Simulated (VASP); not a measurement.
MoS2, 3 atoms in the cell. The structure is hexagonal, space group P6/mmm (No. 191). Conventional cell: a = 4.222 Å, b = 4.222 Å, c = 2.872 Å, α = 90.00°, β = 90.00°, γ = 120.00°. Mo (site symmetry 6/mmm) has 12 S at 2.83 Å and 2 Mo at 2.87 Å within 3.7 Å. S (site symmetry -6m2) has 5 S at 2.44 to 2.87 Å and 6 Mo at 2.83 Å within 3.2 Å. 

- Program: VASP 6.6.1
- Task: single point
- Functional: r2SCAN
- Dispersion: D3(BJ)
- Potentials or basis: VASP PAW PBE potentials, release 64 (Mo_sv, S)
- Cutoff: 520 eV
- k mesh: 7 × 7 × 9
- Occupations: fermi-dirac, width 0.05 eV
- Spin: no spin polarisation
- Dipole correction: no
- Further INCAR settings: ALGO = Normal; EDIFF = 1e-07; NBANDS = 20

Potentials or basis: VASP PAW PBE potentials, release 64 (Mo_sv, S).

Command:

```bash
$ cat potpaw_PBE.64/Mo_sv/POTCAR potpaw_PBE.64/S/POTCAR > POTCAR
$ cp INCAR.step1 INCAR
$ mpirun -np 1 vasp_std > vasp.out
$ cp INCAR.step2 INCAR
$ mpirun -np 1 vasp_std > vasp.out
```

Hardware: 1 thread of Intel(R) Xeon(R) Platinum 8488C (Sapphire Rapids) (shared host).

**Question.** How long does it take, and how much memory?

**Answer.** It took 2.1 min on 1 thread of Intel(R) Xeon(R) Platinum 8488C (Sapphire Rapids), on a shared host, peak memory 0.19 GiB. Counts: k points 40.
